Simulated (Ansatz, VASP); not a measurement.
**Ge in VASP and in Ansatz**

```
Ge
1.0
     1.71483   -4.95630    0.00000
     1.71483    4.95630    0.00000
     0.00000    0.00000    4.44563
Ge
4
Direct
  0.13638 0.86362 0.00000
  0.63638 0.36362 0.50000
  0.86362 0.13638 0.00000
  0.36362 0.63638 0.50000
```

Alike in both runs: functional PBEsol; k mesh 12 × 12 × 10; occupations gaussian, width 0.1 eV; no spin polarisation.

Ansatz relaxed the structure, and its values are those at the end. VASP's run is a single point on that final structure, the one shown.

|  | VASP | Ansatz |
| --- | --- | --- |
| version | VASP 6.6.1 | Ansatz 0.2.0 |
| potentials or method | VASP PAW PBE potentials, release 64 (Ge_d), cutoff 520 eV | scalar-relativistic, plane waves, PAW |
| valence electrons in the cell | 56 | 56 |

```csv
,VASP,Ansatz,Ansatz less VASP
gap on the k mesh at the Fermi level (eV),none,none,-
pressure (GPa),0.0,0.0,+0.03
rms of the force components (eV/Å),0.004,0.001,-0.0024
```

VASP's potentials were made for PBE, not for PBEsol. A gap of «none» marks a metal or a gap that the smearing closes.
